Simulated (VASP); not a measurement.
# W16C (a cell with a defect): single point with PBE

System: W16C (a cell with a defect).

```
W C
1.0
     6.32000    0.00000    0.00000
     0.00000    6.32000    0.00000
     0.00000    0.00000    6.32000
W C
16 1
Direct
  0.00827 0.99305 0.99792
  0.49253 0.99439 0.99791
  0.00822 0.50608 0.99797
  0.01015 0.98050 0.49795
  0.25544 0.24978 0.24845
  0.49266 0.50473 0.99794
  0.50608 0.00222 0.49798
  0.75194 0.24951 0.20852
  0.01044 0.51893 0.49803
  0.26132 0.74963 0.24653
  0.25541 0.24978 0.74744
  0.50646 0.49691 0.49798
  0.75259 0.74957 0.24404
  0.75190 0.24960 0.78733
  0.26132 0.74964 0.74942
  0.75260 0.74960 0.75181
  0.83877 0.24984 0.49793
```

| Property | Result |
| --- | --- |
| Program | VASP 6.6.1 |
| Task | single point |
| Functional | PBE |
| Potentials or basis | VASP PAW PBE potentials, release 64 (W_sv, C) |
| Cutoff | 520 eV |
| k mesh | 3 × 3 × 3 |
| Occupations | gaussian, width 0.05 eV |
| Spin | no spin polarisation |

| Item | Value |
| --- | --- |
| Pressure | 20.1 GPa |
| Largest force | 2.283 eV/Å |
| Band gap on the k mesh | zero (bands 114 and 115 overlap by 0.32 eV) |

Forces on the atoms (eV/Å):
```
W    0.185 -0.097  0.003
W    0.048 -0.129  0.006
W    0.190  0.108  0.001
W    0.303  0.683 -0.001
W    0.173 -0.017 -0.094
W    0.037  0.140  0.005
W    0.210  0.068 -0.005
W    0.149 -0.001 -0.494
W    0.291 -0.690 -0.007
W   -0.076  0.005  0.095
W    0.175 -0.017  0.096
W    0.194 -0.066 -0.006
W    0.164  0.007  0.096
W    0.153 -0.007  0.499
W   -0.076  0.004 -0.098
W    0.163  0.006 -0.091
C   -2.283  0.001 -0.003
```

Stress tensor (GPa, compression positive):
```
14.59  0.02  0.00
 0.02 19.55  0.00
 0.00  0.00 26.03
```

Levels at points of the mesh, in eV from the Fermi level:
```
           k point  band 112  band 113  band 114  band 115  band 116  band 117
(0.00, 0.00, 0.00)     -0.48     -0.38      0.22      0.29      0.42      0.56
```

Run time: 5.8 min on 1 thread of Intel(R) Xeon(R) 6975P-C (Granite Rapids), with other jobs on the host, peak memory 0.49 GiB.

Caveat: spin-orbit coupling is left out, which moves the levels of the heavy elements.
